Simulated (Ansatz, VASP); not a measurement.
## Two plane-wave programs on Si4O

```
Si O
1.0
     5.13069    0.00000    0.00000
     0.00000    5.13069    0.00000
     0.00000    0.00000    2.57655
Si O
4 1
Direct
  0.68248 0.85035 0.50000
  0.31752 0.14965 0.50000
  0.14965 0.68248 0.50000
  0.85035 0.31752 0.50000
  0.50000 0.50000 0.00000
```

Alike in both runs: functional PBE; k mesh 4 × 4 × 6; occupations gaussian, width 0.1 eV; no spin polarisation.

Ansatz relaxed the structure, and its values are those at the end. VASP's run is a single point on that final structure, the one shown.

```csv
,VASP,Ansatz
version,VASP 6.6.1,Ansatz 0.2.0
potentials or method,"VASP PAW PBE potentials, release 64 (Si, O), cutoff 520 eV","scalar-relativistic, plane waves, PAW"
valence electrons in the cell,22,22
```

```csv
,VASP,Ansatz,Ansatz less VASP
gap on the k mesh at the Fermi level (eV),none,none,-
pressure (GPa),-0.2,-0.1,+0.03
rms of the force components (eV/Å),0.005,0.007,+0.0026
```

A gap of «none» marks a metal or a gap that the smearing closes. The functional is the same, so the differences come from potentials, cutoffs and numerics.

The k mesh is coarse, so the values compare programs but aren't converged.
